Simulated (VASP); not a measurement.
# SnRuC2 (P6_3/mmc) in VASP: a series of runs

SnRuC2 is run at these levels: PBE; tasks: single point.

Everything below comes from runs of VASP 6.6.1. Logs are shortened: lines on timing, memory, paths and dates and some standing lists are left out, and cuts for length are marked.

### 1 The cell of the first run

The structure is hexagonal, space group P6_3/mmc (No. 194). Conventional cell: a = 2.964 Å, b = 2.964 Å, c = 13.266 Å, α = 90.00°, β = 90.00°, γ = 120.00°. Within 2.7 Å of Sn (site symmetry -3m) lie 6 C at 2.06 Å. Within 3.6 Å of Ru (site symmetry -6m2) lie 6 C at 2.77 Å and 6 Ru at 2.96 Å. Within 2.7 Å of C (site symmetry 3m) lie 3 Sn at 2.06 Å.

### 2 Single point, PBE

Input file INCAR:

```
PREC = Accurate
ENCUT = 520
EDIFF = 1E-7
ISMEAR = 0
SIGMA = 0.1
LREAL = False
LASPH = True
NELM = 60
ALGO = Normal
ISIF = 2
LWAVE = False
LCHARG = True
GGA = PE
LELF = True
LVHAR = True
NBANDS = 46
```

Input file KPOINTS:

```
regular mesh
0
Gamma
  6 6 2
```

Input file POSCAR:

```
SnRuC2
1.0
    2.9640733346      0.0000000000      0.0000000000
   -1.4820366673      2.5669628064      0.0000000000
    0.0000000000      0.0000000000     13.2657827561
Sn Ru C
2 2 4
Direct
    0.0000000000      0.0000000000      0.5000000000
    0.0000000000      0.0000000000      0.0000000000
    0.3333333333      0.6666666667      0.7500000000
    0.6666666667      0.3333333333      0.2500000000
    0.3333333333      0.6666666667      0.4140000000
    0.6666666667      0.3333333333      0.9140000000
    0.6666666667      0.3333333333      0.5860000000
    0.3333333333      0.6666666667      0.0860000000
```

Potentials or basis: VASP PAW PBE potentials, release 64 (Sn_d, Ru_pv, C).

Started as:

```console
$ cat potpaw_PBE.64/Sn_d/POTCAR potpaw_PBE.64/Ru_pv/POTCAR potpaw_PBE.64/C/POTCAR > POTCAR
$ mpirun -np 1 vasp_std > vasp.out
```

OUTCAR:

```text
PREC = Accurate
   ENCUT = 520
   EDIFF = 1E-7
   ISMEAR = 0
   LREAL = False
   LASPH = True
   NELM = 60
   ISIF = 2
   GGA = PE

 ion  position               nearest neighbor table
   1  0.000  0.000  0.500-   5 2.06   7 2.06   5 2.06   7 2.06   7 2.06   5 2.06
   2  0.000  0.000  0.000-   6 2.06   8 2.06   8 2.06   6 2.06   6 2.06   8 2.06
   3  0.333  0.667  0.750-
   4  0.667  0.333  0.250-
   5  0.333  0.667  0.414-   1 2.06   1 2.06   1 2.06
   6  0.667  0.333  0.914-   2 2.06   2 2.06   2 2.06
   7  0.667  0.333  0.586-   1 2.06   1 2.06   1 2.06
   8  0.333  0.667  0.086-   2 2.06   2 2.06   2 2.06

  LATTYP: Found a hexagonal cell.
 ALAT       =     2.9640733346
 C/A-ratio  =     4.4755244755

  Lattice vectors:

 A1 = (   2.9640733346,   0.0000000000,   0.0000000000)
 A2 = (  -1.4820366673,   2.5669628064,   0.0000000000)
 A3 = (   0.0000000000,   0.0000000000,  13.2657827561)

Analysis of symmetry for initial positions (statically):
=====================================================================
 Subroutine PRICEL returns:
 Original cell was already a primitive cell.

 Routine SETGRP: Setting up the symmetry group for a
 hexagonal supercell.

 Subroutine GETGRP returns: Found 24 space group operations
 (whereof 12 operations were pure point group operations)
 out of a pool of 24 trial point group operations.

The static configuration has the point symmetry D_3d.
 The point group associated with its full space group is D_6h.

Analysis of symmetry for dynamics (positions and initial velocities):
=====================================================================
 Subroutine PRICEL returns:
 Original cell was already a primitive cell.

 Routine SETGRP: Setting up the symmetry group for a
 hexagonal supercell.

 Subroutine GETGRP returns: Found 24 space group operations
 (whereof 12 operations were pure point group operations)
 out of a pool of 24 trial point group operations.

The dynamic configuration has the point symmetry D_3d.
 The point group associated with its full space group is D_6h.

 Subroutine INISYM returns: Found 24 space group operations
 (whereof 12 operations are pure point group operations),
 and found     1 'primitive' translations

----------------------------------------------------------------------------------------

                                     Primitive cell

  volume of cell :     100.9349

  direct lattice vectors                    reciprocal lattice vectors
     2.964073335  0.000000000  0.000000000     0.337373569  0.194782721  0.000000000
    -1.482036667  2.566962806  0.000000000     0.000000000  0.389565442  0.000000000
     0.000000000  0.000000000 13.265782756     0.000000000  0.000000000  0.075381907

  length of vectors
     2.964073335  2.964073335 13.265782756     0.389565442  0.389565442  0.075381907

  position of ions in fractional coordinates (direct lattice)
     0.000000000  0.000000000  0.500000000
     0.000000000  0.000000000  0.000000000
     0.333333333  0.666666667  0.750000000
     0.666666667  0.333333333  0.250000000
     0.333333333  0.666666667  0.414000000
     0.666666667  0.333333333  0.914000000
     0.666666667  0.333333333  0.586000000
     0.333333333  0.666666667  0.086000000

  ion indices of the primitive-cell ions
   primitive index   ion index
                 1           1
                 2           2
                 3           3
                 4           4
                 5           5
                 6           6
                 7           7
                 8           8

----------------------------------------------------------------------------------------

 KPOINTS: regular mesh

Automatic generation of k-mesh.
 Grid dimensions read from file:
 generate k-points for:    6    6    2

 Generating k-lattice:

  Cartesian coordinates                     Fractional coordinates (reciprocal lattice)
     0.056228928  0.032463787  0.000000000     0.166666667 -0.000000000  0.000000000
     0.000000000  0.064927574  0.000000000     0.000000000  0.166666667  0.000000000
     0.000000000  0.000000000  0.037690953     0.000000000  0.000000000  0.500000000

  Length of vectors
     0.064927574  0.064927574  0.037690953

  Shift w.r.t. Gamma in fractional coordinates (k-lattice)
     0.000000000  0.000000000  0.000000000

 Subroutine IBZKPT returns following result:
 ===========================================

 Found     14 irreducible k-points:

 Following reciprocal coordinates:
            Coordinates               Weight
  0.000000  0.000000  0.000000      1.000000
  0.166667 -0.000000  0.000000      6.000000
  0.333333 -0.000000  0.000000      6.000000
  0.500000 -0.000000  0.000000      3.000000
  0.166667  0.166667  0.000000      6.000000
  0.333333  0.166667  0.000000     12.000000
  0.333333  0.333333  0.000000      2.000000
  0.000000  0.000000  0.500000      1.000000
  0.166667 -0.000000  0.500000      6.000000
  0.333333 -0.000000  0.500000      6.000000
  0.500000 -0.000000  0.500000      3.000000
  0.166667  0.166667  0.500000      6.000000
  0.333333  0.166667  0.500000     12.000000
  0.333333  0.333333  0.500000      2.000000
   k-points           NKPTS =     14   k-points in BZ     NKDIM =     14   number of bands    NBANDS=     46
   number of dos      NEDOS =    301   number of ions     NIONS =      8
   total plane-waves  NPLWV =  57600
   dimension x,y,z NGX =    24 NGY =   24 NGZ =  100
   dimension x,y,z NGXF=    48 NGYF=   48 NGZF=  200
   ions per type =               2   2   4
   NGX,Y,Z   is equivalent  to a cutoff of  13.46, 13.46, 12.53 a.u.
   NGXF,Y,Z  is equivalent  to a cutoff of  26.92, 26.92, 25.06 a.u.
 SYSTEM =  unknown system
   PREC   = accura    normal or accurate (medium, high low for compatibility)
   ISTART =      0    job   : 0-new  1-cont  2-samecut
   ICHARG =      2    charge: 1-file 2-atom 10-const
   ISPIN  =      1    spin polarized calculation?
   LNONCOLLINEAR =      F non collinear calculations
   LSORBIT =      F    spin-orbit coupling
   LASPH  =      T    aspherical Exc in radial PAW
   ENCUT  =  520.0 eV  38.22 Ry    6.18 a.u.   5.51  5.51 24.67*2*pi/ulx,y,z
   NELM   =     60;   NELMIN=  2; NELMDL= -5     # of ELM steps
   EDIFF  = 0.1E-06   stopping-criterion for ELM
   LREAL  =      F    real-space projection
   EDIFFG = 0.1E-05   stopping-criterion for IOM
   NSW    =      0    number of steps for IOM
   IBRION =     -1    ionic relax: 0-MD 1-quasi-New 2-CG
   NFREE  =      0    steps in history (QN), initial steepest desc. (CG)
   ISIF   =      2    stress and relaxation
   ISYM   =      2    0-nonsym 1-usesym 2-fastsym
   POTIM  = 0.5000    time-step for ionic-motion
   TEBEG  =    0.0;   TEEND  =   0.0 temperature during run
   PSTRESS=    0.0 pullay stress
   NELECT =      72.0000    total number of electrons
   NUPDOWN=      -1.0000    fix difference up-down
   EMIN   =  10.00;   EMAX   =-10.00  energy-range for DOS
   EFERMI =   0.00;   METHOD = LEGACY
   ISMEAR =     0;   SIGMA  =   0.10  broadening in eV -4-tet -1-fermi 0-gaus
   EFERMI_NEDOS =   21; number of points for ismear=-14 and -15
   IALGO  =     38    algorithm
   IMIX   =      4    mixing-type and parameters
     AMIX     =   0.40;   BMIX     =  1.00
     AMIX_MAG =   1.60;   BMIX_MAG =  1.00
  volume/ion in A,a.u.               =      12.62        85.14
  Fermi-wavevector in a.u.,A,eV,Ry     =   1.462756  2.764208 29.111772  2.139655
  Thomas-Fermi vector in A             =   2.578932
   LORBIT       =      0    0 simple, 1 ext, 2 COOP (PROOUT), +10 PAW based schemes
   GGA     = PE    functional components
   LHFCALC =     F    Hartree Fock is set to
   AEXX    =    0.0000 exact exchange contribution
   IVDW    =     0    specifies the selected vdW correction
   LEPSILON=     F    determine dielectric tensor
   LRPA    =     F    only Hartree local field effects (RPA)
 non-spin polarized calculation
 Gauss-broadening in eV      SIGMA  =   0.10
  energy-cutoff  :      520.00
  volume of cell :      100.93
 maximum number of plane-waves:      2773
 NGX is ok and might be reduce to    24
   NGX = 11   NGY = 11   NGZ = 49

 number of electron      72.0000013 magnetization

 Free energy of the ion-electron system (eV)
  ---------------------------------------------------
  ext. energy  EPLUGINS =         0.00000000
  ---------------------------------------------------
  free energy    TOTEN  =       -41.26682907 eV

  energy without entropy =      -41.23312839  energy(sigma->0) =      -41.24997873

 E-fermi :   9.3258     XC(G=0): -12.2831

 val. band max:        9.3106545320   @ k =   0.5000  -0.0000   0.0000
 cond. band min:       9.3464674165   @ k =   0.3333  -0.0000   0.0000
 fundamental gap:      0.0358128846
 Fermi energy:         9.3258429880

 k-point     1 :       0.0000    0.0000    0.0000
  band No.  band energies     occupation
      1     -33.1833      2.00000
      2     -33.1833      2.00000
      3     -33.0879      2.00000
      4     -33.0879      2.00000
      5     -33.0879      2.00000
      6     -33.0879      2.00000
[... 38 lines left out ...]
     45      16.2471      0.00000
     46      16.6419      0.00000

 k-point     2 :       0.1667   -0.0000    0.0000
  band No.  band energies     occupation
      1     -33.1740      2.00000
      2     -33.1740      2.00000
      3     -33.1590      2.00000
      4     -33.1590      2.00000
      5     -33.1053      2.00000
      6     -33.1053      2.00000
[... 38 lines left out ...]
     45      17.3982      0.00000
     46      17.4924      0.00000

 k-point     3 :       0.3333   -0.0000    0.0000
  band No.  band energies     occupation
      1     -33.2993      2.00000
      2     -33.2993      2.00000
      3     -33.1553      2.00000
      4     -33.1553      2.00000
      5     -33.1398      2.00000
      6     -33.1398      2.00000
[... 528 lines left out ...]
     45      16.6446      0.00000
     46      16.6446      0.00000

 k-point    14 :       0.3333    0.3333    0.5000
  band No.  band energies     occupation
      1     -33.2855      2.00000
      2     -33.2855      2.00000
      3     -33.2850      2.00000
      4     -33.2850      2.00000
      5     -33.1412      2.00000
      6     -33.1412      2.00000
[... 38 lines left out ...]
     45      16.6743      0.00000
     46      16.6743      0.00000

------------------------ aborting loop because EDIFF is reached ----------------------------------------

  FORCE on cell =-STRESS in cart. coord.  units (eV):
  Direction    XX          YY          ZZ          XY          YZ          ZX
  --------------------------------------------------------------------------------------
  -------------------------------------------------------------------------------------
  Total       25.0084748     25.0084748     -5.4470500      0.0000000      0.0000000      0.0000000
  in kB      396.9688112    396.9688112    -86.4630490      0.0000000      0.0000000      0.0000000
  external PRESSURE =     235.8248578 kB  Pullay stress =       0.0000000 kB

 VOLUME and BASIS-vectors are now :
 -----------------------------------------------------------------------------
  energy-cutoff  :      520.00
  volume of cell :      100.93
      direct lattice vectors                 reciprocal lattice vectors
     2.964073335  0.000000000  0.000000000     0.337373569  0.194782721  0.000000000
    -1.482036667  2.566962806  0.000000000     0.000000000  0.389565442  0.000000000
     0.000000000  0.000000000 13.265782756     0.000000000  0.000000000  0.075381907

 POSITION                                       TOTAL-FORCE (eV/Angst)
 -----------------------------------------------------------------------------------
      0.00000      0.00000      6.63289        -0.000000      0.000000      0.000000
      0.00000      0.00000      0.00000        -0.000000      0.000000      0.000000
     -0.00000      1.71131      9.94934         0.000000      0.000000      0.000000
      1.48204      0.85565      3.31645         0.000000      0.000000      0.000000
     -0.00000      1.71131      5.49203        -0.000000      0.000000     -6.321980
      1.48204      0.85565     12.12493        -0.000000     -0.000000     -6.321980
      1.48204      0.85565      7.77375         0.000000      0.000000      6.321980
     -0.00000      1.71131      1.14086        -0.000000      0.000000      6.321980
 -----------------------------------------------------------------------------------
    total drift:                               -0.000000      0.000000     -0.000000

  FREE ENERGIE OF THE ION-ELECTRON SYSTEM (eV)
  ---------------------------------------------------
  free  energy   TOTEN  =       -41.2668290664 eV

  energy  without entropy=      -41.2331283890  energy(sigma->0) =      -41.24997873
```

It took 41 s on 1 thread of Intel Xeon 6975P-C (Granite Rapids), shared host; peak memory 0.25 GiB.

What came out:

* Free energy: -41.2668 eV
* Pressure: 23.6 GPa
* Largest force: 6.322 eV/Å
* Band gap on the k mesh: zero (band 36 reaches 9.97 eV, above the bottom of band 37 at 9.09 eV)

Forces in eV/Å, atoms in the order of the input:
```
Sn   0.000  0.000  0.000
Sn   0.000  0.000  0.000
Ru   0.000  0.000  0.000
Ru   0.000  0.000  0.000
C    0.000  0.000 -6.322
C    0.000  0.000 -6.322
C    0.000  0.000  6.322
C    0.000  0.000  6.322
```

Caveat: the k points lie up to 0.41 Å⁻¹ apart; spin-orbit coupling is left out, which moves the levels of the heavy elements; forces of over 1 eV/Å act on the atoms, so gaps and moduli don't describe the material at rest.

### 3 Single point, PBE

This run uses another cell than the first one, of 12.58 Å³/atom, 0.997 times its volume.

Input file INCAR:

```
SYSTEM = SnRuC2
PREC = Accurate
ENCUT = 520
EDIFF = 1E-7
ISMEAR = 0
SIGMA = 0.1
LREAL = .False.
LASPH = .True.
NELM = 100
ALGO = Normal
ISIF = 2
LWAVE = .False.
LCHARG = .False.
GGA = PE
NBANDS = 46
```

Input file KPOINTS:

```
Automatic mesh
0
Gamma
  6 6 2
  0 0 0
```

Input file POSCAR:

```
SnRuC2
1.0
    3.1751722835      0.0000000000      0.0000000000
   -1.5875861417      2.7497798589      0.0000000000
    0.0000000000      0.0000000000     11.5267859490
Sn Ru C
2 2 4
Direct
    0.0000000000      0.0000000000      0.5000000000
    0.0000000000      0.0000000000      0.0000000000
    0.3333333333      0.6666666667      0.7500000000
    0.6666666667      0.3333333333      0.2500000000
    0.3333333333      0.6666666667      0.3436063477
    0.6666666667      0.3333333333      0.8436063477
    0.6666666667      0.3333333333      0.6563936523
    0.3333333333      0.6666666667      0.1563936523
```

Potentials or basis: VASP PAW PBE potentials, release 64 (Sn_d, Ru_pv, C).

Started as:

```console
$ cat potpaw_PBE.64/Sn_d/POTCAR potpaw_PBE.64/Ru_pv/POTCAR potpaw_PBE.64/C/POTCAR > POTCAR
$ mpirun -np 1 vasp_std > vasp.out
```

It took 30 s on 1 thread of Intel Xeon 6975P-C (Granite Rapids), shared host; peak memory 0.24 GiB.

Results (log left out):

| Item | Value |
| --- | --- |
| Free energy | -53.6000 eV |
| Pressure | 0.1 GPa |
| Band gap on the k mesh | zero (band 36 reaches 12.62 eV, above the bottom of band 37 at 8.96 eV) |

Forces in eV/Å, atoms in the order of the input:
```
Sn   0.000  0.000  0.000
Sn   0.000  0.000  0.000
Ru   0.000  0.000  0.000
Ru   0.000  0.000  0.000
C    0.000  0.000 -0.003
C    0.000  0.000 -0.003
C    0.000  0.000  0.003
C    0.000  0.000  0.003
```

Stress tensor (GPa, compression positive):
```
 0.36  0.00  0.00
 0.00  0.36  0.00
 0.00  0.00 -0.33
```

Levels at points of the mesh, in eV from the Fermi level:
| k point | band 33 | band 34 | band 35 | band 36 | band 37 | band 38 | band 39 | band 40 |
| --- | --- | --- | --- | --- | --- | --- | --- | --- |
| (0.00, 0.00, 0.00) | 0.25 | 0.30 | 2.13 | 2.13 | 2.33 | 2.48 | 2.48 | 3.25 |
| (0.50, 0.00, 0.00) | -2.09 | -1.64 | -0.67 | -0.10 | -0.04 | 0.35 | 0.60 | 0.86 |
| (0.00, 0.00, 0.50) | 0.28 | 0.28 | 2.29 | 2.29 | 2.29 | 2.29 | 3.30 | 3.30 |
| (0.50, 0.00, 0.50) | -1.72 | -1.72 | -0.20 | -0.20 | 0.09 | 0.09 | 0.97 | 0.97 |

Caveat: the k points lie up to 0.38 Å⁻¹ apart; spin-orbit coupling is left out, which moves the levels of the heavy elements.
